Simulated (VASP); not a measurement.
# PbS (C2/m) in VASP: settings compared

Aim: see how the results for PbS move with the level of theory and the settings. Levels: PBE+D4, PBE. Tasks: single point.

All numbers are computed with VASP 6.6.1; they aren't measurements. Logs are shortened: lines on timing, memory, paths and dates and some standing lists are left out, and cuts for length are marked.

## 1. The cell of the first run

The typed cell holds 4 atoms: a = 4.194 Å, b = 4.194 Å, c = 5.951 Å, α = 90.04°, β = 90.04°, γ = 90.01°.

## 2. Single point, PBE+D4

INCAR reads:

```
SYSTEM = PbS
PREC = Accurate
ENCUT = 520
EDIFF = 1E-6
ISMEAR = -1
SIGMA = 0.02
LREAL = .FALSE.
LASPH = .TRUE.
NELM = 100
ALGO = Normal
ISIF = 2
LWAVE = .FALSE.
LCHARG = .FALSE.
GGA = PE
IVDW = 13
NBANDS = 28
```

KPOINTS reads:

```
regular mesh
0
G
  6 6 4
  0 0 0
```

POSCAR reads:

```
PbS
1.0
    2.9516945790     -2.9662101093      0.2877811181
    2.9516945790      2.9662101093      0.2877811181
   -0.5838786612      0.0000000000      5.9222350690
Pb S
2 2
Direct
    0.7498919382      0.7498919382      0.7500745090
    0.2501080618      0.2501080618      0.2499254910
    0.2500397443      0.2500397443      0.7501894116
    0.7499602557      0.7499602557      0.2498105884
```

Potentials or basis: VASP PAW PBE potentials, release 64 (Pb_d, S).

Launch:

```sh
$ cat potpaw_PBE.64/Pb_d/POTCAR potpaw_PBE.64/S/POTCAR > POTCAR
$ mpirun -np 1 vasp_std > vasp.out
```

OUTCAR:

```text
SYSTEM = PbS
   PREC = Accurate
   ENCUT = 520
   EDIFF = 1E-6
   ISMEAR = -1
   LREAL = .FALSE.
   LASPH = .TRUE.
   NELM = 100
   ISIF = 2
   GGA = PE
   IVDW = 13

 ion  position               nearest neighbor table
   1  0.750  0.750  0.750-   3 2.96   3 2.97   3 2.97   3 2.97   4 2.97   4 2.98
   2  0.250  0.250  0.250-   4 2.96   4 2.97   4 2.97   4 2.97   3 2.97   3 2.98
   3  0.250  0.250  0.750-   1 2.96   1 2.97   1 2.97   1 2.97   2 2.97   2 2.98
   4  0.750  0.750  0.250-   2 2.96   2 2.97   2 2.97   2 2.97   1 2.97   1 2.98

  LATTYP: Found a base centered monoclinic cell.
 ALAT       =     5.9313805677
 B/A-ratio  =     1.0001752798
 C/A-ratio  =     1.0032989733
 COS(beta)  =    -0.0010835973

  Lattice vectors:

 A1 = (   2.9516945790,  -2.9662101093,   0.2877811181)
 A2 = (   2.9516945790,   2.9662101093,   0.2877811181)
 A3 = (  -0.5838786612,   0.0000000000,   5.9222350690)

Analysis of symmetry for initial positions (statically):
=====================================================================
 Subroutine PRICEL returns:
 Original cell was already a primitive cell.

 Routine SETGRP: Setting up the symmetry group for a
 base centered monoclinic supercell.

 Subroutine GETGRP returns: Found  4 space group operations
 (whereof  4 operations were pure point group operations)
 out of a pool of  4 trial point group operations.

The static configuration has the point symmetry C_2h.

Analysis of symmetry for dynamics (positions and initial velocities):
=====================================================================
 Subroutine PRICEL returns:
 Original cell was already a primitive cell.

 Routine SETGRP: Setting up the symmetry group for a
 base centered monoclinic supercell.

 Subroutine GETGRP returns: Found  4 space group operations
 (whereof  4 operations were pure point group operations)
 out of a pool of  4 trial point group operations.

The dynamic configuration has the point symmetry C_2h.

 Subroutine INISYM returns: Found  4 space group operations
 (whereof  4 operations are pure point group operations),
 and found     1 'primitive' translations

----------------------------------------------------------------------------------------

                                     Primitive cell

  volume of cell :     104.6993

  direct lattice vectors                    reciprocal lattice vectors
     2.951694579 -2.966210109  0.287781118     0.167781452 -0.168565267  0.016541729
     2.951694579  2.966210109  0.287781118     0.167781452  0.168565267  0.016541729
    -0.583878661  0.000000000  5.922235069    -0.016306119  0.000000000  0.167247533

  length of vectors
     4.194487009  4.194487009  5.950948034     0.238408250  0.238408250  0.168040551

  position of ions in fractional coordinates (direct lattice)
     0.749891938  0.749891938  0.750074509
     0.250108062  0.250108062  0.249925491
     0.250039744  0.250039744  0.750189412
     0.749960256  0.749960256  0.249810588

  ion indices of the primitive-cell ions
   primitive index   ion index
                 1           1
                 2           2
                 3           3
                 4           4

----------------------------------------------------------------------------------------

 KPOINTS: regular mesh

Automatic generation of k-mesh.
 Grid dimensions read from file:
 generate k-points for:    6    6    4

 Generating k-lattice:

  Cartesian coordinates                     Fractional coordinates (reciprocal lattice)
     0.027963575 -0.028094211  0.002756955     0.166666667 -0.000000000  0.000000000
     0.027963575  0.028094211  0.002756955    -0.000000000  0.166666667  0.000000000
    -0.004076530  0.000000000  0.041811883     0.000000000  0.000000000  0.250000000

  Length of vectors
     0.039734708  0.039734708  0.042010138

  Shift w.r.t. Gamma in fractional coordinates (k-lattice)
     0.000000000  0.000000000  0.000000000

 Subroutine IBZKPT returns following result:
 ===========================================

 Found     47 irreducible k-points:

 Following reciprocal coordinates:
            Coordinates               Weight
  0.000000  0.000000  0.000000      1.000000
  0.166667 -0.000000  0.000000      4.000000
  0.333333 -0.000000  0.000000      4.000000
  0.500000 -0.000000 -0.000000      2.000000
  0.166667  0.166667  0.000000      2.000000
  0.333333  0.166667  0.000000      4.000000
[... 16 lines left out ...]
 -0.333333  0.166667  0.250000      4.000000
 -0.166667  0.166667  0.250000      4.000000
 [... further k-points ...]
   k-points           NKPTS =     47   k-points in BZ     NKDIM =     47   number of bands    NBANDS=     28
   number of dos      NEDOS =    301   number of ions     NIONS =      4
   total plane-waves  NPLWV =  49152
   dimension x,y,z NGX =    32 NGY =   32 NGZ =   48
   dimension x,y,z NGXF=    64 NGYF=   64 NGZF=   96
   ions per type =               2   2
   NGX,Y,Z   is equivalent  to a cutoff of  12.68, 12.68, 13.41 a.u.
   NGXF,Y,Z  is equivalent  to a cutoff of  25.37, 25.37, 26.82 a.u.
 SYSTEM =  PbS
   PREC   = accura    normal or accurate (medium, high low for compatibility)
   ISTART =      0    job   : 0-new  1-cont  2-samecut
   ICHARG =      2    charge: 1-file 2-atom 10-const
   ISPIN  =      1    spin polarized calculation?
   LNONCOLLINEAR =      F non collinear calculations
   LSORBIT =      F    spin-orbit coupling
   LASPH  =      T    aspherical Exc in radial PAW
   ENCUT  =  520.0 eV  38.22 Ry    6.18 a.u.   7.80  7.80 11.06*2*pi/ulx,y,z
   NELM   =    100;   NELMIN=  2; NELMDL= -5     # of ELM steps
   EDIFF  = 0.1E-05   stopping-criterion for ELM
   LREAL  =      F    real-space projection
   EDIFFG = 0.1E-04   stopping-criterion for IOM
   NSW    =      0    number of steps for IOM
   IBRION =     -1    ionic relax: 0-MD 1-quasi-New 2-CG
   NFREE  =      0    steps in history (QN), initial steepest desc. (CG)
   ISIF   =      2    stress and relaxation
   ISYM   =      2    0-nonsym 1-usesym 2-fastsym
   POTIM  = 0.5000    time-step for ionic-motion
   TEBEG  =    0.0;   TEEND  =   0.0 temperature during run
   PSTRESS=    0.0 pullay stress
   NELECT =      40.0000    total number of electrons
   NUPDOWN=      -1.0000    fix difference up-down
   EMIN   =  10.00;   EMAX   =-10.00  energy-range for DOS
   EFERMI =   0.00;   METHOD = LEGACY
   ISMEAR =    -1;   SIGMA  =   0.02  broadening in eV -4-tet -1-fermi 0-gaus
   EFERMI_NEDOS =   21; number of points for ismear=-14 and -15
   IALGO  =     38    algorithm
   IMIX   =      4    mixing-type and parameters
     AMIX     =   0.40;   BMIX     =  1.00
     AMIX_MAG =   1.60;   BMIX_MAG =  1.00
  volume/ion in A,a.u.               =      26.17       176.64
  Fermi-wavevector in a.u.,A,eV,Ry     =   1.187901  2.244808 19.199305  1.411109
  Thomas-Fermi vector in A             =   2.324042
   LORBIT       =      0    0 simple, 1 ext, 2 COOP (PROOUT), +10 PAW based schemes
   GGA     = PE    functional components
   LHFCALC =     F    Hartree Fock is set to
   AEXX    =    0.0000 exact exchange contribution
   IVDW    =    13    specifies the selected vdW correction
   LEPSILON=     F    determine dielectric tensor
   LRPA    =     F    only Hartree local field effects (RPA)
 non-spin polarized calculation
  energy-cutoff  :      520.00
  volume of cell :      104.70
 maximum number of plane-waves:      2848
   NGX = 15   NGY = 15   NGZ = 23

 number of electron      39.9999994 magnetization

 Free energy of the ion-electron system (eV)
  ---------------------------------------------------
  ext. energy  EPLUGINS =         0.00000000
  ---------------------------------------------------
  free energy    TOTEN  =       -17.50498412 eV

  energy without entropy =      -17.50498219  energy(sigma->0) =      -17.50498315

 E-fermi :   5.9633     XC(G=0):  -9.6660

 val. band max:        5.7776266135   @ k =   0.5000  -0.0000   0.5000
 cond. band min:       6.1483772734   @ k =   0.5000  -0.0000   0.5000
 fundamental gap:      0.3707506599
 Fermi energy:         5.9633116676

 k-point     1 :       0.0000    0.0000    0.0000
  band No.  band energies     occupation
      1     -11.1769      2.00000
      2     -11.0635      2.00000
      3     -11.0414      2.00000
      4     -11.0413      2.00000
      5     -11.0387      2.00000
      6     -11.0262      2.00000
[... 20 lines left out ...]
     27      11.4646      0.00000
     28      12.5109      0.00000

 k-point     2 :       0.1667   -0.0000    0.0000
  band No.  band energies     occupation
      1     -11.1577      2.00000
      2     -11.0530      2.00000
      3     -11.0413      2.00000
      4     -11.0370      2.00000
      5     -11.0355      2.00000
      6     -11.0272      2.00000
[... 20 lines left out ...]
     27      11.4424      0.00000
     28      12.5887      0.00000

 k-point     3 :       0.3333   -0.0000    0.0000
  band No.  band energies     occupation
      1     -11.1144      2.00000
      2     -11.0461      2.00000
      3     -11.0383      2.00000
      4     -11.0372      2.00000
      5     -11.0281      2.00000
      6     -11.0253      2.00000
[... 20 lines left out ...]
     27      13.0258      0.00000
     28      13.2131      0.00000

 k-point     4 :       0.5000   -0.0000   -0.0000
  band No.  band energies     occupation
      1     -11.0729      2.00000
      2     -11.0727      2.00000
      3     -11.0384      2.00000
      4     -11.0384      2.00000
      5     -11.0276      2.00000
      6     -11.0276      2.00000
[... 20 lines left out ...]
     27      14.0860      0.00000
     28      14.0876      0.00000

 k-point     5 :       0.1667    0.1667    0.0000
  band No.  band energies     occupation
      1     -11.1455      2.00000
      2     -11.0477      2.00000
      3     -11.0459      2.00000
      4     -11.0430      2.00000
      5     -11.0270      2.00000
      6     -11.0240      2.00000
[... 20 lines left out ...]
     27      11.2042      0.00000
     28      12.6644      0.00000

 k-point     6 :       0.3333    0.1667    0.0000
  band No.  band energies     occupation
      1     -11.1219      2.00000
      2     -11.0754      2.00000
      3     -11.0499      2.00000
      4     -11.0281      2.00000
      5     -11.0249      2.00000
      6     -11.0233      2.00000
[... 463 lines left out ...]
      5     -11.0359      2.00000
      6     -11.0212      2.00000
[... 20 lines left out ...]
     27      12.1020      0.00000
     28      13.8138      0.00000

 k-point    22 :       0.5000    0.1667    0.2500
  band No.  band energies     occupation
      1     -11.0888      2.00000
      2     -11.0886      2.00000
      3     -11.0387      2.00000
      4     -11.0386      2.00000
      5     -11.0351      2.00000
      6     -11.0351      2.00000
[... 20 lines left out ...]
     27      12.6538      0.00000
     28      12.6566      0.00000

 k-point    23 :      -0.3333    0.1667    0.2500
  band No.  band energies     occupation
      1     -11.1019      2.00000
      2     -11.0682      2.00000
      3     -11.0418      2.00000
      4     -11.0371      2.00000
      5     -11.0359      2.00000
      6     -11.0214      2.00000
[... 20 lines left out ...]
     27      12.1036      0.00000
     28      13.8159      0.00000

 k-point    24 :      -0.1667    0.1667    0.2500
  band No.  band energies     occupation
      1     -11.1195      2.00000
      2     -11.0431      2.00000
      3     -11.0408      2.00000
      4     -11.0403      2.00000
      5     -11.0370      2.00000
      6     -11.0248      2.00000
[... 20 lines left out ...]
     27      12.5601      0.00000
     28      12.5846      0.00000

 [... further k-points ...]

------------------------ aborting loop because EDIFF is reached ----------------------------------------

  DFT-D4 for vdW energy calculation

  Edisp (eV):   -1.50919

  FORCE on cell =-STRESS in cart. coord.  units (eV):
  Direction    XX          YY          ZZ          XY          YZ          ZX
  --------------------------------------------------------------------------------------
  -------------------------------------------------------------------------------------
  Total      -0.04395    -0.05621    -0.04500     0.00000     0.00000     0.01432
  in kB      -0.67261    -0.86016    -0.68854     0.00000     0.00000     0.21913
  external pressure =       -0.74 kB  Pullay stress =        0.00 kB

 VOLUME and BASIS-vectors are now :
 -----------------------------------------------------------------------------
  energy-cutoff  :      520.00
  volume of cell :      104.70
      direct lattice vectors                 reciprocal lattice vectors
     2.951694579 -2.966210109  0.287781118     0.167781452 -0.168565267  0.016541729
     2.951694579  2.966210109  0.287781118     0.167781452  0.168565267  0.016541729
    -0.583878661  0.000000000  5.922235069    -0.016306119  0.000000000  0.167247533

 POSITION                                       TOTAL-FORCE (eV/Angst)
 -----------------------------------------------------------------------------------
      3.98895      0.00000      4.87373         0.001092      0.000000     -0.000671
      1.33056      0.00000      1.62407        -0.001092      0.000000      0.000671
      1.03806      0.00000      4.58671        -0.000423      0.000000     -0.000955
      4.28145      0.00000      1.91109         0.000423      0.000000      0.000955
 -----------------------------------------------------------------------------------
    total drift:                                0.000000     -0.000000     -0.000000

  FREE ENERGIE OF THE ION-ELECTRON SYSTEM (eV)
  ---------------------------------------------------
  free  energy   TOTEN  =       -19.0141773697 eV

  energy  without entropy=      -19.0141754326  energy(sigma->0) =      -19.01417640
```

It took 88 s on 1 thread of Intel Xeon Platinum 8488C (Sapphire Rapids), shared host; peak memory 0.28 GiB.

What came out:

```yaml
Free_energy: -19.0142 eV
Pressure: -0.1 GPa
Band_gap_on_the_k_mesh: 0.37 eV
Dispersion_energy_per_atom: -0.377 eV
```

Levels at points of the mesh, in eV from the valence-band top:
| k point | band 18 | band 19 | band 20 | band 21 | band 22 | band 23 |
| --- | --- | --- | --- | --- | --- | --- |
| (0.00, 0.00, 0.00) | -2.16 | -2.16 | -2.14 | 3.89 | 5.15 | 5.23 |
| (0.50, 0.00, 0.00) | -1.88 | -0.78 | -0.78 | 1.44 | 1.44 | 2.44 |
| (0.50, 0.50, 0.00) | -3.44 | -3.41 | -3.40 | 3.87 | 3.87 | 5.58 |
| (0.00, 0.00, 0.50) | -2.81 | -1.74 | -1.73 | 2.42 | 2.44 | 4.76 |
| (0.50, 0.00, 0.50) | -1.76 | 0.00 | 0.00 | 0.37 | 0.38 | 1.96 |
| (0.50, 0.50, 0.50) | -4.41 | -1.04 | -1.04 | 2.18 | 2.18 | 4.67 |

Caveat: spin-orbit coupling is left out, which moves the levels of the heavy elements.

## 3. Single point, PBE

This run uses another cell than the first one, of 26.24 Å³/atom.

INCAR reads:

```
PREC = Accurate
ENCUT = 520
EDIFF = 1E-7
ISMEAR = -1
SIGMA = 0.02
LREAL = False
LASPH = True
NELM = 60
ALGO = Normal
ISIF = 2
LWAVE = False
LCHARG = True
GGA = PE
LELF = True
LVHAR = True
NBANDS = 28
```

KPOINTS reads:

```
regular mesh
0
Gamma
  6 6 4
```

POSCAR reads:

```
PbS
1.0
    2.9546833661     -2.9689122510      0.2885226881
    2.9546833661      2.9689122510      0.2885226881
   -0.5835746326      0.0000000000      5.9261866124
Pb S
2 2
Direct
    0.7499847761      0.7499847761      0.7500021470
    0.2500152239      0.2500152239      0.2499978530
    0.2500781931      0.2500781931      0.7500270770
    0.7499218069      0.7499218069      0.2499729230
```

Potentials or basis: VASP PAW PBE potentials, release 64 (Pb_d, S).

Launch:

```sh
$ cat potpaw_PBE.64/Pb_d/POTCAR potpaw_PBE.64/S/POTCAR > POTCAR
$ mpirun -np 1 vasp_std > vasp.out
```

It took 97 s on 1 thread of Intel Xeon Platinum 8488C (Sapphire Rapids), shared host; peak memory 0.27 GiB.

It converged, with:

| Quantity | Value |
| --- | --- |
| Free energy | -17.5084 eV |
| Pressure | 1.8 GPa |
| Band gap on the k mesh | 0.38 eV |

Levels at points of the mesh, in eV from the valence-band top:
```tsv
k point	band 17	band 18	band 19	band 20	band 21	band 22	band 23	band 24
(0.00, 0.00, 0.00)	-3.39	-2.15	-2.15	-2.12	3.90	5.16	5.22	5.22
(0.50, 0.00, 0.00)	-1.87	-1.87	-0.78	-0.78	1.44	1.44	2.45	2.45
(0.50, 0.50, 0.00)	-3.42	-3.41	-3.39	-3.39	3.89	3.89	5.57	5.57
(0.00, 0.00, 0.50)	-2.80	-2.80	-1.72	-1.72	2.43	2.43	4.77	4.78
(0.50, 0.00, 0.50)	-1.75	-1.75	0.00	0.00	0.38	0.39	1.97	1.97
(0.50, 0.50, 0.50)	-4.38	-4.38	-1.03	-1.03	2.19	2.19	4.68	4.68
```

Caveat: spin-orbit coupling is left out, which moves the levels of the heavy elements.
